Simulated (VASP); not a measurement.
**Lu: single point with r2SCAN**

The system is Lu.

```xyz
1
Lattice="1.7155 1.7155 1.7155 -1.7155 1.7155 1.7155 -1.7155 -1.7155 1.7155" Properties=species:S:1:pos:R:3 pbc="T T T"
Lu    0.0000    0.0000    0.0000
```

```yaml
Program: VASP 6.6.1
Task: single point
Functional: r2SCAN
Potentials_or_basis: VASP PAW PBE potentials, release 64 (Lu)
Cutoff: 520 eV
k_mesh: 6 × 6 × 6
Occupations: gaussian, width 0.05 eV
Spin: no spin polarisation
```

```json
{"Pressure": "31.2 GPa"}
```

Levels at points of the mesh, in eV from the Fermi level:
```
           k point  band 9  band 10  band 11  band 12  band 13  band 14  band 15  band 16
(0.00, 0.00, 0.00)   -4.82    -4.82    -4.82    -4.76     2.74     2.74     2.74     5.82
(0.50, 0.00, 0.00)   -4.84    -4.84    -4.80    -3.52    -0.01     2.07     5.98     7.22
(0.50, 0.50, 0.50)   -4.80    -4.80    -4.80    -3.14    -3.14     9.28     9.28     9.28
```

Wall time 21 s on 1 thread of Intel Xeon 6975P-C (shared host), peak memory 0.15 GiB.

Caveat: the k points lie up to 0.43 Å⁻¹ apart; the PAW data sets were made with another functional, which shifts forces and pressure a little; spin-orbit coupling is left out, which moves the levels of the heavy elements.
